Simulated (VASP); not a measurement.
# HfHS2 (P-3m1) in VASP: notebook

Runs on HfHS2. Level: PBE+D3(BJ). Tasks: single point, relaxation of cell and atoms.

All numbers are computed with VASP 6.6.1; they aren't measurements. Logs are shortened: lines on timing, memory, paths and dates and some standing lists are left out, and cuts for length are marked.

## (1) The cell of the first run

The structure is trigonal, space group P-3m1 (No. 164). The conventional cell has a = 3.655 Å, b = 3.655 Å, c = 5.198 Å, α = 90.00°, β = 90.00°, γ = 120.00°. Hf (site symmetry -3m) has 6 S at 2.54 Å and 2 H at 2.60 Å within 3.4 Å. S (site symmetry 3m) has 3 H at 2.42 Å and 3 Hf at 2.54 Å and 3 S at 3.16 Å within 3.2 Å. H (site symmetry -3m) has 6 S at 2.42 Å and 2 Hf at 2.60 Å within 3.2 Å.

## (2) Single point, PBE+D3(BJ)

The input, INCAR:

```
SYSTEM = HfHS2
PREC = Accurate
ENCUT = 500
EDIFF = 1E-6
ISMEAR = 0
SIGMA = 0.1
LREAL = .False.
LASPH = .True.
NELM = 120
ALGO = Normal
ISIF = 2
LWAVE = .False.
LCHARG = .False.
GGA = PE
IVDW = 12
NBANDS = 20
GGA_COMPAT = .False.
```

The input, KPOINTS:

```
Automatic mesh
0
Gamma
  12 12 8
  0 0 0
```

The input, POSCAR:

```
HfHS2
1.0
    3.6548003657      0.0000000000      0.0000000000
   -1.8274001828      3.1651499625      0.0000000000
    0.0000000000      0.0000000000      5.1978628166
Hf S H
1 2 1
Direct
    0.0000000000      1.0000000000      0.0000000000
    0.6666666667      0.3333333333      0.7262906420
    0.3333333333      0.6666666667      0.2737093580
    0.0000000000      0.0000000000      0.5000000000
```

Potentials or basis: VASP PAW PBE potentials, release 64 (Hf_pv, S, H).

On the command line:

```bash
$ cat potpaw_PBE.64/Hf_pv/POTCAR potpaw_PBE.64/S/POTCAR potpaw_PBE.64/H/POTCAR > POTCAR
$ mpirun -np 1 vasp_std > vasp.out
```

OUTCAR:

```text
SYSTEM = HfHS2
   PREC = Accurate
   ENCUT = 500
   EDIFF = 1E-6
   ISMEAR = 0
   LREAL = .False.
   LASPH = .True.
   NELM = 120
   ISIF = 2
   GGA = PE
   IVDW = 12
 IVDW          = 12

 ion  position               nearest neighbor table
   1  0.000  0.000  0.000-   2 2.54   3 2.54   2 2.54   3 2.54   2 2.54   3 2.54
   2  0.667  0.333  0.726-   1 2.54   1 2.54   1 2.54
   3  0.333  0.667  0.274-   1 2.54   1 2.54   1 2.54
   4  0.000  0.000  0.500-

  LATTYP: Found a hexagonal cell.
 ALAT       =     3.6548003657
 C/A-ratio  =     1.4222015696

  Lattice vectors:

 A1 = (   3.6548003657,   0.0000000000,   0.0000000000)
 A2 = (  -1.8274001828,   3.1651499625,   0.0000000000)
 A3 = (   0.0000000000,   0.0000000000,   5.1978628166)

Analysis of symmetry for initial positions (statically):
=====================================================================
 Subroutine PRICEL returns:
 Original cell was already a primitive cell.

 Routine SETGRP: Setting up the symmetry group for a
 hexagonal supercell.

 Subroutine GETGRP returns: Found 12 space group operations
 (whereof 12 operations were pure point group operations)
 out of a pool of 24 trial point group operations.

The static configuration has the point symmetry D_3d.

Analysis of symmetry for dynamics (positions and initial velocities):
=====================================================================
 Subroutine PRICEL returns:
 Original cell was already a primitive cell.

 Routine SETGRP: Setting up the symmetry group for a
 hexagonal supercell.

 Subroutine GETGRP returns: Found 12 space group operations
 (whereof 12 operations were pure point group operations)
 out of a pool of 24 trial point group operations.

The dynamic configuration has the point symmetry D_3d.

 Subroutine INISYM returns: Found 12 space group operations
 (whereof 12 operations are pure point group operations),
 and found     1 'primitive' translations

----------------------------------------------------------------------------------------

                                     Primitive cell

  volume of cell :      60.1288

  direct lattice vectors                    reciprocal lattice vectors
     3.654800366  0.000000000  0.000000000     0.273612756  0.157970398  0.000000000
    -1.827400183  3.165149963  0.000000000     0.000000000  0.315940796  0.000000000
     0.000000000  0.000000000  5.197862817     0.000000000  0.000000000  0.192386763

  length of vectors
     3.654800366  3.654800366  5.197862817     0.315940796  0.315940796  0.192386763

  position of ions in fractional coordinates (direct lattice)
     0.000000000  0.000000000  0.000000000
     0.666666667  0.333333333  0.726290642
     0.333333333  0.666666667  0.273709358
     0.000000000  0.000000000  0.500000000

  ion indices of the primitive-cell ions
   primitive index   ion index
                 1           1
                 2           2
                 3           3
                 4           4

----------------------------------------------------------------------------------------

 KPOINTS: Automatic mesh

Automatic generation of k-mesh.
 Grid dimensions read from file:
 generate k-points for:   12   12    8

 Generating k-lattice:

  Cartesian coordinates                     Fractional coordinates (reciprocal lattice)
     0.022801063  0.013164200  0.000000000     0.083333333  0.000000000  0.000000000
     0.000000000  0.026328400  0.000000000     0.000000000  0.083333333  0.000000000
     0.000000000  0.000000000  0.024048345     0.000000000  0.000000000  0.125000000

  Length of vectors
     0.026328400  0.026328400  0.024048345

  Shift w.r.t. Gamma in fractional coordinates (k-lattice)
     0.000000000  0.000000000  0.000000000

 Subroutine IBZKPT returns following result:
 ===========================================

 Found    131 irreducible k-points:

 Following reciprocal coordinates:
            Coordinates               Weight
  0.000000  0.000000  0.000000      1.000000
  0.083333 -0.000000  0.000000      6.000000
  0.166667 -0.000000  0.000000      6.000000
  0.250000  0.000000  0.000000      6.000000
  0.333333  0.000000  0.000000      6.000000
  0.416667 -0.000000  0.000000      6.000000
[... 16 lines left out ...]
  0.166667 -0.000000  0.125000      6.000000
  0.000000  0.166667  0.125000      6.000000
 [... further k-points ...]
   k-points           NKPTS =    131   k-points in BZ     NKDIM =    131   number of bands    NBANDS=     20
   number of dos      NEDOS =    301   number of ions     NIONS =      4
   total plane-waves  NPLWV =  31360
   dimension x,y,z NGX =    28 NGY =   28 NGZ =   40
   dimension x,y,z NGXF=    56 NGYF=   56 NGZF=   80
   ions per type =               1   2   1
   NGX,Y,Z   is equivalent  to a cutoff of  12.74, 12.74, 12.79 a.u.
   NGXF,Y,Z  is equivalent  to a cutoff of  25.47, 25.47, 25.59 a.u.
 SYSTEM =  HfHS2
   PREC   = accura    normal or accurate (medium, high low for compatibility)
   ISTART =      0    job   : 0-new  1-cont  2-samecut
   ICHARG =      2    charge: 1-file 2-atom 10-const
   ISPIN  =      1    spin polarized calculation?
   LNONCOLLINEAR =      F non collinear calculations
   LSORBIT =      F    spin-orbit coupling
   LASPH  =      T    aspherical Exc in radial PAW
   ENCUT  =  500.0 eV  36.75 Ry    6.06 a.u.   6.66  6.66  9.48*2*pi/ulx,y,z
   NELM   =    120;   NELMIN=  2; NELMDL= -5     # of ELM steps
   EDIFF  = 0.1E-05   stopping-criterion for ELM
   LREAL  =      F    real-space projection
   EDIFFG = 0.1E-04   stopping-criterion for IOM
   NSW    =      0    number of steps for IOM
   IBRION =     -1    ionic relax: 0-MD 1-quasi-New 2-CG
   NFREE  =      0    steps in history (QN), initial steepest desc. (CG)
   ISIF   =      2    stress and relaxation
   ISYM   =      2    0-nonsym 1-usesym 2-fastsym
   POTIM  = 0.5000    time-step for ionic-motion
   TEBEG  =    0.0;   TEEND  =   0.0 temperature during run
   PSTRESS=    0.0 pullay stress
   NELECT =      23.0000    total number of electrons
   NUPDOWN=      -1.0000    fix difference up-down
   EMIN   =  10.00;   EMAX   =-10.00  energy-range for DOS
   EFERMI =   0.00;   METHOD = LEGACY
   ISMEAR =     0;   SIGMA  =   0.10  broadening in eV -4-tet -1-fermi 0-gaus
   EFERMI_NEDOS =   21; number of points for ismear=-14 and -15
   IALGO  =     38    algorithm
   IMIX   =      4    mixing-type and parameters
     AMIX     =   0.40;   BMIX     =  1.00
     AMIX_MAG =   1.60;   BMIX_MAG =  1.00
  volume/ion in A,a.u.               =      15.03       101.44
  Fermi-wavevector in a.u.,A,eV,Ry     =   1.188383  2.245719 19.214892  1.412255
  Thomas-Fermi vector in A             =   2.324514
   LORBIT       =      0    0 simple, 1 ext, 2 COOP (PROOUT), +10 PAW based schemes
   GGA     = PE    functional components
   LHFCALC =     F    Hartree Fock is set to
   AEXX    =    0.0000 exact exchange contribution
   IVDW    =    12    specifies the selected vdW correction
   LEPSILON=     F    determine dielectric tensor
   LRPA    =     F    only Hartree local field effects (RPA)
 non-spin polarized calculation
 Gauss-broadening in eV      SIGMA  =   0.10
  energy-cutoff  :      500.00
  volume of cell :       60.13
 maximum number of plane-waves:      1549
 NGX is ok and might be reduce to    28
   NGX = 13   NGY = 13   NGZ = 19

 number of electron      23.0000001 magnetization

 Free energy of the ion-electron system (eV)
  ---------------------------------------------------
  ext. energy  EPLUGINS =         0.00000000
  ---------------------------------------------------
  free energy    TOTEN  =       -23.91255688 eV

  energy without entropy =      -23.90438943  energy(sigma->0) =      -23.90847315

 E-fermi :   5.5189     XC(G=0): -10.7023

 val. band max:        5.4992251124   @ k =   0.3333   0.1667   0.2500
 cond. band min:       5.5232867467   @ k =   0.0000   0.4167   0.3750
 fundamental gap:      0.0240616343
 Fermi energy:         5.5189070260

 k-point     1 :       0.0000    0.0000    0.0000
  band No.  band energies     occupation
      1     -25.7113      2.00000
      2     -25.6243      2.00000
      3     -25.6243      2.00000
      4      -9.0197      2.00000
      5      -6.4743      2.00000
      6      -1.2142      2.00000
[... 12 lines left out ...]
     19      12.9093      0.00000
     20      13.2376      0.00000

 k-point     2 :       0.0833   -0.0000    0.0000
  band No.  band energies     occupation
      1     -25.7089      2.00000
      2     -25.6371      2.00000
      3     -25.6272      2.00000
      4      -8.9355      2.00000
      5      -6.5027      2.00000
      6      -1.1076      2.00000
[... 12 lines left out ...]
     19      12.4732      0.00000
     20      13.5399      0.00000

 k-point     3 :       0.1667   -0.0000    0.0000
  band No.  band energies     occupation
      1     -25.7022      2.00000
      2     -25.6716      2.00000
      3     -25.6349      2.00000
      4      -8.6939      2.00000
      5      -6.5814      2.00000
      6      -0.8055      2.00000
[... 12 lines left out ...]
     19      12.7228      0.00000
     20      14.2819      0.00000

 k-point     4 :       0.2500    0.0000    0.0000
  band No.  band energies     occupation
      1     -25.7188      2.00000
      2     -25.6924      2.00000
      3     -25.6454      2.00000
      4      -8.3281      2.00000
      5      -6.6935      2.00000
      6      -0.3921      2.00000
[... 12 lines left out ...]
     19      13.1804      0.00000
     20      14.0658      0.00000

 k-point     5 :       0.3333    0.0000    0.0000
  band No.  band energies     occupation
      1     -25.7648      2.00000
      2     -25.6833      2.00000
      3     -25.6560      2.00000
      4      -7.8977      2.00000
      5      -6.8215      2.00000
      6      -0.4172      2.00000
[... 12 lines left out ...]
     19      12.6615      0.00000
     20      14.6010      0.00000

 k-point     6 :       0.4167   -0.0000    0.0000
  band No.  band energies     occupation
      1     -25.7983      2.00000
      2     -25.6765      2.00000
      3     -25.6636      2.00000
      4      -7.4912      2.00000
      5      -6.9621      2.00000
      6      -1.0012      2.00000
[... 12 lines left out ...]
     19      12.9267      0.00000
     20      13.6537      0.00000

 k-point     7 :       0.5000    0.0000    0.0000
  band No.  band energies     occupation
      1     -25.8104      2.00000
      2     -25.6740      2.00000
      3     -25.6664      2.00000
      4      -7.2440      2.00000
      5      -7.0988      2.00000
      6      -1.2501      2.00000
[... 12 lines left out ...]
     19      13.2438      0.00000
     20      13.2682      0.00000
[... 277 lines left out ...]
 k-point    20 :       0.0000    0.0000    0.1250
  band No.  band energies     occupation
      1     -25.7118      2.00000
      2     -25.6243      2.00000
      3     -25.6243      2.00000
      4      -8.9499      2.00000
      5      -6.6261      2.00000
      6      -0.9879      2.00000
[... 12 lines left out ...]
     19      12.8245      0.00000
     20      13.4097      0.00000

 k-point    21 :       0.0833   -0.0000    0.1250
  band No.  band energies     occupation
      1     -25.7093      2.00000
      2     -25.6371      2.00000
      3     -25.6272      2.00000
      4      -8.8667      2.00000
      5      -6.6458      2.00000
      6      -0.9040      2.00000
[... 12 lines left out ...]
     19      12.6066      0.00000
     20      13.4603      0.00000

 k-point    22 :       0.0000    0.0833    0.1250
  band No.  band energies     occupation
      1     -25.7093      2.00000
      2     -25.6371      2.00000
      3     -25.6272      2.00000
      4      -8.8683      2.00000
      5      -6.6412      2.00000
      6      -0.9110      2.00000
[... 12 lines left out ...]
     19      12.5136      0.00000
     20      13.7582      0.00000

 k-point    23 :       0.1667   -0.0000    0.1250
  band No.  band energies     occupation
      1     -25.7026      2.00000
      2     -25.6715      2.00000
      3     -25.6349      2.00000
      4      -8.6245      2.00000
      5      -6.7100      2.00000
      6      -0.6583      2.00000
[... 12 lines left out ...]
     19      12.7453      0.00000
     20      14.0987      0.00000

 k-point    24 :       0.0000    0.1667    0.1250
  band No.  band energies     occupation
      1     -25.7026      2.00000
      2     -25.6715      2.00000
      3     -25.6349      2.00000
      4      -8.6383      2.00000
      5      -6.6761      2.00000
      6      -0.7063      2.00000
[... 12 lines left out ...]
     19      12.8907      0.00000
     20      13.7378      0.00000

 [... further k-points ...]

------------------------ aborting loop because EDIFF is reached ----------------------------------------

 Edisp (eV)   -1.32782

 E8    (eV) :    -0.5474

  FORCE on cell =-STRESS in cart. coord.  units (eV):
  Direction    XX          YY          ZZ          XY          YZ          ZX
  --------------------------------------------------------------------------------------
  -------------------------------------------------------------------------------------
  Total      -0.26140    -0.26140    -0.17678    -0.00000     0.00000     0.00000
  in kB      -6.96514    -6.96514    -4.71042    -0.00000     0.00000     0.00000
  external pressure =       -6.21 kB  Pullay stress =        0.00 kB

 VOLUME and BASIS-vectors are now :
 -----------------------------------------------------------------------------
  energy-cutoff  :      500.00
  volume of cell :       60.13
      direct lattice vectors                 reciprocal lattice vectors
     3.654800366  0.000000000  0.000000000     0.273612756  0.157970398  0.000000000
    -1.827400183  3.165149963  0.000000000     0.000000000  0.315940796  0.000000000
     0.000000000  0.000000000  5.197862817     0.000000000  0.000000000  0.192386763

 POSITION                                       TOTAL-FORCE (eV/Angst)
 -----------------------------------------------------------------------------------
      0.00000      0.00000      0.00000         0.000000      0.000000      0.000000
      1.82740      1.05505      3.77516        -0.000000     -0.000000      0.060892
     -0.00000      2.11010      1.42270         0.000000      0.000000     -0.060892
      0.00000      0.00000      2.59893         0.000000      0.000000      0.000000
 -----------------------------------------------------------------------------------
    total drift:                               -0.000000      0.000000      0.000000

  FREE ENERGIE OF THE ION-ELECTRON SYSTEM (eV)
  ---------------------------------------------------
  free  energy   TOTEN  =       -25.2403777671 eV

  energy  without entropy=      -25.2322103186  energy(sigma->0) =      -25.23629404
```

Run time: 3.9 min. Hardware: 1 thread of Oxide Virtual Turin-like, shared host; peak memory 0.27 GiB.

Results:

```
Free energy                : -25.2404 eV
Pressure                   : -0.6 GPa
Largest force              : 0.061 eV/Å
Band gap on the k mesh     : zero (an odd number of electrons rules out a gap without spin polarisation)
Dispersion energy per atom : -0.332 eV
```

Forces in eV/Å, atoms in the order of the input:
```
Hf   0.000  0.000  0.000
S    0.000  0.000  0.061
S    0.000  0.000 -0.061
H    0.000  0.000  0.000
```

Stress tensor (GPa, compression positive):
```
-0.70  0.00  0.00
 0.00 -0.70  0.00
 0.00  0.00 -0.47
```

Levels at points of the mesh, in eV from the Fermi level:
```csv
k point,band 9,band 10,band 11,band 12,band 13,band 14,band 15,band 16
"(0.00, 0.00, 0.00)",-1.05,-1.05,-0.12,-0.10,1.33,1.33,2.75,4.11
"(0.50, 0.00, 0.00)",-3.20,-3.16,-2.81,-1.01,2.40,3.36,4.14,5.87
"(0.00, 0.00, 0.50)",-3.63,-1.52,-1.52,1.09,1.09,1.18,1.71,5.40
"(0.50, 0.00, 0.50)",-3.05,-1.84,-1.66,0.34,0.37,3.29,3.34,4.67
```

Caveat: spin-orbit coupling is left out, which moves the levels of the heavy elements; an odd number of electrons without spin polarisation forces a metal; a magnetic or distorted state may lie lower.

## (3) Relaxation of cell and atoms, PBE+D3(BJ)

This run uses another cell than the first one, of 15.14 Å³/atom.

The input, INCAR:

```
  PREC = Accurate
  ENCUT = 500
  EDIFF = 1E-7
  ISMEAR = 0
  SIGMA = 0.1
  LREAL = F
  LASPH = T
  NELM = 120
  ALGO = Normal
  ISIF = 3
  LWAVE = F
  LCHARG = F
  GGA = PE
  IVDW = 12
  IBRION = 2
  NSW = 90
  EDIFFG = -0.025
  GGA_COMPAT = F
  NELMIN = 4
```

The input, KPOINTS:

```
regular mesh
0
Gamma
  12 12 8
```

The input, POSCAR:

```
HfHS2
1.0
    3.6701873459      0.0000000000      0.0000000000
   -1.8350936729      3.1784754782      0.0000000000
    0.0000000000      0.0000000000      5.1904940110
Hf S H
1 2 1
Direct
    0.0000000000      1.0000000000      0.0000000000
    0.6666666667      0.3333333333      0.7280554657
    0.3333333333      0.6666666667      0.2719445343
    0.0000000000      0.0000000000      0.5000000000
```

Potentials or basis: VASP PAW PBE potentials, release 64 (Hf_pv, S, H).

On the command line:

```bash
$ cat potpaw_PBE.64/Hf_pv/POTCAR potpaw_PBE.64/S/POTCAR potpaw_PBE.64/H/POTCAR > POTCAR
$ mpirun -np 1 vasp_std > vasp.out
```

Run time: 10 min. Hardware: 1 thread of Oxide Virtual Turin-like, shared host; peak memory 0.25 GiB.

Results (log left out):

```
Free energy                           : -25.2413 eV
Relaxed volume                        : 14.94 Å³/atom
Relaxed cell                          : a = 3.644 Å, b = 3.644 Å, c = 5.199 Å, α = 90.00°, β = 90.00°, γ = 120.00°
Space group after relaxing (to 0.1 Å) : P-3m1 (No. 164)
Energy gained by relaxing             : 0.6 meV/atom
Ionic steps                           : 5
Pressure after relaxing               : 0.0 GPa
Largest force after relaxing          : 0.008 eV/Å
Band gap on the k mesh                : zero (an odd number of electrons rules out a gap without spin polarisation)
Dispersion energy per atom            : -0.334 eV
```

Forces in eV/Å, atoms in the order of the input:
```
Hf   0.000  0.000  0.000
S    0.000  0.000  0.008
S    0.000  0.000 -0.008
H    0.000  0.000  0.000
```

Stress tensor (GPa, compression positive):
```
0.00 0.00 0.00
0.00 0.00 0.00
0.00 0.00 0.08
```

Step by step:
| step | energy change (eV) | largest force (eV/Å) | pressure (GPa) | volume (Å³) |
| --- | --- | --- | --- | --- |
| 1 | 0.0000 | 0.0173 | -0.92 | 60.55 |
| 2 | -0.0009 | 0.1223 | 0.62 | 59.80 |
| 3 | -0.0014 | 0.0691 | 0.03 | 60.08 |
| 4 | -0.0020 | 0.0468 | 0.03 | 59.99 |
| 5 | -0.0025 | 0.0078 | 0.02 | 59.78 |

Final structure:
```xyz
4
Lattice="3.6436 0.0000 0.0000 -1.8218 3.1555 0.0000 0.0000 0.0000 5.1994" Properties=species:S:1:pos:R:3 pbc="T T T"
Hf    0.0000    0.0000    0.0000
S     1.8218    1.0518    3.7757
S     0.0000    2.1037    1.4237
H     0.0000    0.0000    2.5997
```

Levels at points of the mesh, in eV from the Fermi level:
| k point | band 8 | band 9 | band 10 | band 11 | band 12 | band 13 | band 14 | band 15 |
| --- | --- | --- | --- | --- | --- | --- | --- | --- |
| (0.00, 0.00, 0.00) | -3.81 | -1.05 | -1.05 | -0.11 | -0.09 | 1.32 | 1.32 | 2.71 |
| (0.50, 0.00, 0.00) | -3.75 | -3.22 | -3.19 | -2.82 | -1.02 | 2.41 | 3.39 | 4.14 |
| (0.00, 0.00, 0.50) | -3.64 | -3.64 | -1.52 | -1.52 | 1.08 | 1.08 | 1.21 | 1.72 |
| (0.50, 0.00, 0.50) | -3.90 | -3.09 | -1.84 | -1.67 | 0.32 | 0.34 | 3.32 | 3.38 |

Caveat: spin-orbit coupling is left out, which moves the levels of the heavy elements; an odd number of electrons without spin polarisation forces a metal; a magnetic or distorted state may lie lower.

The gap in the log of VASP goes by the Fermi energy; the results here count the filled bands.